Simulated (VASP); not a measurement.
# Os (P6_3/mmc) in VASP: single point with PBE

Aim: the single point of Os with PBE.

All numbers are computed with VASP 6.6.1; they aren't measurements. Logs are shortened: lines on timing, memory, paths and dates and some standing lists are left out, and cuts for length are marked.

## Step 1: The cell of the first run

Symmetry: P6_3/mmc, No. 194, hexagonal system. Conventional cell: a = 2.752 Å, b = 2.752 Å, c = 4.352 Å, α = 90.00°, β = 90.00°, γ = 120.00°. Within 3.6 Å of Os (site symmetry -6m2) lie 12 Os at 2.69 to 2.75 Å.

## Step 2: Single point, PBE

INCAR reads:

```
PREC = Accurate
ENCUT = 520
EDIFF = 1E-7
ISMEAR = 0
SIGMA = 0.05
LREAL = False
LASPH = True
NELM = 80
ALGO = Normal
ISIF = 2
LWAVE = False
LCHARG = False
GGA = PE
NBANDS = 15
```

KPOINTS reads:

```
regular mesh
0
Gamma
  18 18 10
```

POSCAR reads:

```
Os
1.0
    2.7523260863      0.0000000000      0.0000000000
   -1.3761630431      2.3835843102      0.0000000000
    0.0000000000      0.0000000000      4.3522445897
Os
2
Direct
    0.3333333333      0.6666666667      0.7500000000
    0.6666666667      0.3333333333      0.2500000000
```

Potentials or basis: VASP PAW PBE potentials, release 64 (Os).

Run with:

```console
> cat potpaw_PBE.64/Os/POTCAR > POTCAR
> mpirun -np 1 vasp_std > vasp.out
```

OUTCAR:

```text
PREC = Accurate
   ENCUT = 520
   EDIFF = 1E-7
   ISMEAR = 0
   LREAL = False
   LASPH = True
   NELM = 80
   ISIF = 2
   GGA = PE

 ion  position               nearest neighbor table
   1  0.333  0.667  0.750-   2 2.69   2 2.69   2 2.69   2 2.69   2 2.69   2 2.69
   2  0.667  0.333  0.250-   1 2.69   1 2.69   1 2.69   1 2.69   1 2.69   1 2.69

  LATTYP: Found a hexagonal cell.
 ALAT       =     2.7523260863
 C/A-ratio  =     1.5812968570

  Lattice vectors:

 A1 = (   2.7523260863,   0.0000000000,   0.0000000000)
 A2 = (  -1.3761630431,   2.3835843102,   0.0000000000)
 A3 = (   0.0000000000,   0.0000000000,   4.3522445897)

Analysis of symmetry for initial positions (statically):
=====================================================================
 Subroutine PRICEL returns:
 Original cell was already a primitive cell.

 Routine SETGRP: Setting up the symmetry group for a
 hexagonal supercell.

 Subroutine GETGRP returns: Found 24 space group operations
 (whereof 12 operations were pure point group operations)
 out of a pool of 24 trial point group operations.

The static configuration has the point symmetry D_3d.
 The point group associated with its full space group is D_6h.

Analysis of symmetry for dynamics (positions and initial velocities):
=====================================================================
 Subroutine PRICEL returns:
 Original cell was already a primitive cell.

 Routine SETGRP: Setting up the symmetry group for a
 hexagonal supercell.

 Subroutine GETGRP returns: Found 24 space group operations
 (whereof 12 operations were pure point group operations)
 out of a pool of 24 trial point group operations.

The dynamic configuration has the point symmetry D_3d.
 The point group associated with its full space group is D_6h.

 Subroutine INISYM returns: Found 24 space group operations
 (whereof 12 operations are pure point group operations),
 and found     1 'primitive' translations

----------------------------------------------------------------------------------------

                                     Primitive cell

  volume of cell :      28.5525

  direct lattice vectors                    reciprocal lattice vectors
     2.752326086  0.000000000  0.000000000     0.363329042  0.209768120  0.000000000
    -1.376163043  2.383584310  0.000000000     0.000000000  0.419536240  0.000000000
     0.000000000  0.000000000  4.352244590     0.000000000  0.000000000  0.229766499

  length of vectors
     2.752326086  2.752326086  4.352244590     0.419536240  0.419536240  0.229766499

  position of ions in fractional coordinates (direct lattice)
     0.333333333  0.666666667  0.750000000
     0.666666667  0.333333333  0.250000000

  ion indices of the primitive-cell ions
   primitive index   ion index
                 1           1
                 2           2

----------------------------------------------------------------------------------------

 KPOINTS: regular mesh

Automatic generation of k-mesh.
 Grid dimensions read from file:
 generate k-points for:   18   18   10

 Generating k-lattice:

  Cartesian coordinates                     Fractional coordinates (reciprocal lattice)
     0.020184947  0.011653784  0.000000000     0.055555556  0.000000000  0.000000000
     0.000000000  0.023307569  0.000000000     0.000000000  0.055555556  0.000000000
     0.000000000  0.000000000  0.022976650     0.000000000  0.000000000  0.100000000

  Length of vectors
     0.023307569  0.023307569  0.022976650

  Shift w.r.t. Gamma in fractional coordinates (k-lattice)
     0.000000000  0.000000000  0.000000000

 Subroutine IBZKPT returns following result:
 ===========================================

 Found    222 irreducible k-points:

 Following reciprocal coordinates:
            Coordinates               Weight
  0.000000  0.000000  0.000000      1.000000
  0.055556 -0.000000  0.000000      6.000000
  0.111111 -0.000000  0.000000      6.000000
  0.166667  0.000000  0.000000      6.000000
  0.222222  0.000000  0.000000      6.000000
  0.277778  0.000000  0.000000      6.000000
[... 16 lines left out ...]
  0.333333  0.111111  0.000000     12.000000
  0.388889  0.111111  0.000000     12.000000
 [... further k-points ...]
   k-points           NKPTS =    222   k-points in BZ     NKDIM =    222   number of bands    NBANDS=     15
   number of dos      NEDOS =    301   number of ions     NIONS =      2
   total plane-waves  NPLWV =  12800
   dimension x,y,z NGX =    20 NGY =   20 NGZ =   32
   dimension x,y,z NGXF=    40 NGYF=   40 NGZF=   64
   ions per type =               2
   NGX,Y,Z   is equivalent  to a cutoff of  12.08, 12.08, 12.22 a.u.
   NGXF,Y,Z  is equivalent  to a cutoff of  24.16, 24.16, 24.45 a.u.
 SYSTEM =  unknown system
   PREC   = accura    normal or accurate (medium, high low for compatibility)
   ISTART =      0    job   : 0-new  1-cont  2-samecut
   ICHARG =      2    charge: 1-file 2-atom 10-const
   ISPIN  =      1    spin polarized calculation?
   LNONCOLLINEAR =      F non collinear calculations
   LSORBIT =      F    spin-orbit coupling
   LASPH  =      T    aspherical Exc in radial PAW
   ENCUT  =  520.0 eV  38.22 Ry    6.18 a.u.   5.12  5.12  8.09*2*pi/ulx,y,z
   NELM   =     80;   NELMIN=  2; NELMDL= -5     # of ELM steps
   EDIFF  = 0.1E-06   stopping-criterion for ELM
   LREAL  =      F    real-space projection
   EDIFFG = 0.1E-05   stopping-criterion for IOM
   NSW    =      0    number of steps for IOM
   IBRION =     -1    ionic relax: 0-MD 1-quasi-New 2-CG
   NFREE  =      0    steps in history (QN), initial steepest desc. (CG)
   ISIF   =      2    stress and relaxation
   ISYM   =      2    0-nonsym 1-usesym 2-fastsym
   POTIM  = 0.5000    time-step for ionic-motion
   TEBEG  =    0.0;   TEEND  =   0.0 temperature during run
   PSTRESS=    0.0 pullay stress
   NELECT =      16.0000    total number of electrons
   NUPDOWN=      -1.0000    fix difference up-down
   EMIN   =  10.00;   EMAX   =-10.00  energy-range for DOS
   EFERMI =   0.00;   METHOD = LEGACY
   ISMEAR =     0;   SIGMA  =   0.05  broadening in eV -4-tet -1-fermi 0-gaus
   EFERMI_NEDOS =   21; number of points for ismear=-14 and -15
   IALGO  =     38    algorithm
   IMIX   =      4    mixing-type and parameters
     AMIX     =   0.40;   BMIX     =  1.00
     AMIX_MAG =   1.60;   BMIX_MAG =  1.00
  volume/ion in A,a.u.               =      14.28        96.34
  Fermi-wavevector in a.u.,A,eV,Ry     =   1.349689  2.550542 24.785181  1.821659
  Thomas-Fermi vector in A             =   2.477255
   LORBIT       =      0    0 simple, 1 ext, 2 COOP (PROOUT), +10 PAW based schemes
   GGA     = PE    functional components
   LHFCALC =     F    Hartree Fock is set to
   AEXX    =    0.0000 exact exchange contribution
   IVDW    =     0    specifies the selected vdW correction
   LEPSILON=     F    determine dielectric tensor
   LRPA    =     F    only Hartree local field effects (RPA)
 non-spin polarized calculation
 Gauss-broadening in eV      SIGMA  =   0.05
  energy-cutoff  :      520.00
  volume of cell :       28.55
 maximum number of plane-waves:       786
   NGX = 11   NGY = 11   NGZ = 17

 number of electron      16.0000000 magnetization

 Free energy of the ion-electron system (eV)
  ---------------------------------------------------
  ext. energy  EPLUGINS =         0.00000000
  ---------------------------------------------------
  free energy    TOTEN  =       -22.49609975 eV

  energy without entropy =      -22.49423538  energy(sigma->0) =      -22.49516757

 E-fermi :   9.1590     XC(G=0): -13.9409

 val. band max:        9.1517432893   @ k =   0.2222   0.0556   0.3000
 cond. band min:       9.1684390257   @ k =   0.4444   0.1111   0.4000
 fundamental gap:      0.0166957364
 Fermi energy:         9.1589909587

 k-point     1 :       0.0000    0.0000    0.0000
  band No.  band energies     occupation
      1      -1.5976      2.00000
      2       1.5599      2.00000
      3       6.1974      2.00000
      4       6.1974      2.00000
      5       6.4333      2.00000
      6       7.0084      2.00000
      7       7.0084      2.00000
      8       7.6504      2.00000
      9       7.6504      2.00000
     10       9.1770      0.60997
     11      10.7961      0.00000
     12      10.7961      0.00000
     13      17.9817      0.00000
     14      23.2067      0.00000
     15      25.8794      0.00000

 k-point     2 :       0.0556   -0.0000    0.0000
  band No.  band energies     occupation
      1      -1.4749      2.00000
      2       1.6695      2.00000
      3       5.9170      2.00000
      4       6.3048      2.00000
      5       6.6804      2.00000
      6       6.9346      2.00000
      7       7.1086      2.00000
      8       7.5043      2.00000
      9       7.5630      2.00000
     10       8.5865      2.00000
     11      10.8564      0.00000
     12      11.5662      0.00000
     13      17.9712      0.00000
     14      23.4590      0.00000
     15      26.0405      0.00000

 k-point     3 :       0.1111   -0.0000    0.0000
  band No.  band energies     occupation
      1      -1.1166      2.00000
      2       1.9767      2.00000
      3       5.5083      2.00000
      4       6.6227      2.00000
      5       6.7063      2.00000
      6       6.9102      2.00000
      7       7.0639      2.00000
      8       7.3313      2.00000
      9       7.4043      2.00000
     10       7.9663      2.00000
     11      11.0093      0.00000
     12      12.8878      0.00000
     13      17.9230      0.00000
     14      24.1398      0.00000
     15      26.4623      0.00000
[... 343 lines left out ...]
 k-point    23 :       0.3333    0.1111    0.0000
  band No.  band energies     occupation
      1       2.3404      2.00000
      2       2.7621      2.00000
      3       3.2351      2.00000
      4       5.2809      2.00000
      5       5.7080      2.00000
      6       6.7685      2.00000
      7       6.9694      2.00000
      8       9.8983      0.00000
      9      10.6803      0.00000
     10      11.5420      0.00000
     11      11.9651      0.00000
     12      17.4656      0.00000
     13      18.0622      0.00000
     14      20.2934      0.00000
     15      20.5617      0.00000

 k-point    24 :       0.3889    0.1111    0.0000
  band No.  band energies     occupation
      1       2.5228      2.00000
      2       2.6250      2.00000
      3       2.9771      2.00000
      4       5.6564      2.00000
      5       5.7198      2.00000
      6       6.5983      2.00000
      7       7.2832      2.00000
      8      10.6916      0.00000
      9      11.1128      0.00000
     10      11.5700      0.00000
     11      12.9540      0.00000
     12      15.9275      0.00000
     13      18.4059      0.00000
     14      19.5344      0.00000
     15      21.1591      0.00000

 [... further k-points ...]

------------------------ aborting loop because EDIFF is reached ----------------------------------------

  FORCE on cell =-STRESS in cart. coord.  units (eV):
  Direction    XX          YY          ZZ          XY          YZ          ZX
  --------------------------------------------------------------------------------------
  -------------------------------------------------------------------------------------
  Total       -0.0234760     -0.0234760     -0.0496786     -0.0000000      0.0000000      0.0000000
  in kB       -1.3173184     -1.3173184     -2.7876388     -0.0000000      0.0000000      0.0000000
  external PRESSURE =      -1.8074252 kB  Pullay stress =       0.0000000 kB

 VOLUME and BASIS-vectors are now :
 -----------------------------------------------------------------------------
  energy-cutoff  :      520.00
  volume of cell :       28.55
      direct lattice vectors                 reciprocal lattice vectors
     2.752326086  0.000000000  0.000000000     0.363329042  0.209768120  0.000000000
    -1.376163043  2.383584310  0.000000000     0.000000000  0.419536240  0.000000000
     0.000000000  0.000000000  4.352244590     0.000000000  0.000000000  0.229766499

 POSITION                                       TOTAL-FORCE (eV/Angst)
 -----------------------------------------------------------------------------------
     -0.00000      1.58906      3.26418         0.000000      0.000000      0.000000
      1.37616      0.79453      1.08806        -0.000000     -0.000000      0.000000
 -----------------------------------------------------------------------------------
    total drift:                               -0.000000      0.000000     -0.000000

  FREE ENERGIE OF THE ION-ELECTRON SYSTEM (eV)
  ---------------------------------------------------
  free  energy   TOTEN  =       -22.4960997522 eV

  energy  without entropy=      -22.4942353848  energy(sigma->0) =      -22.49516757
```

Run time: 40 s. Hardware: 1 thread of Oxide Virtual Turin-like, shared host; peak memory 0.16 GiB.

What came out:

* Free energy: -22.4961 eV
* Pressure: -0.2 GPa
* Band gap on the k mesh: zero (bands 8 and 9 overlap by 3.81 eV)

Caveat: spin-orbit coupling is left out, which moves the levels of the heavy elements.
